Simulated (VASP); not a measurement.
A run of VASP 6.6.1 is set up as follows.

File INCAR:

```
ALGO = Normal
EDIFF = 1E-6
ENCUT = 520
GGA = PS
ISIF = 2
ISMEAR = 0
LASPH = True
LCHARG = False
LREAL = False
LWAVE = False
NBANDS = 18
NELM = 60
PREC = Accurate
SIGMA = 0.05
```

KPOINTS

```
k-points
0
Gamma
  8 8 8
```

File POSCAR:

```
BiS
1.0
    0.0000000000      3.1575250136      3.1575250136
    3.1575250136      0.0000000000      3.1575250136
    3.1575250136      3.1575250136      0.0000000000
Bi S
1 1
Direct
    0.0000000000      0.0000000000      0.0000000000
    0.2500000000      0.2500000000      0.2500000000
```

Potentials or basis: VASP PAW PBE potentials, release 64 (Bi_d, S).

The run is started by

```sh
$ cat potpaw_PBE.64/Bi_d/POTCAR potpaw_PBE.64/S/POTCAR > POTCAR
$ mpirun -np 1 vasp_std > vasp.out
```

(1) Estimate the pressure.

Answers

(1) 2.7 GPa.

Caveat: the PAW data sets were made with another functional, which shifts forces and pressure a little.
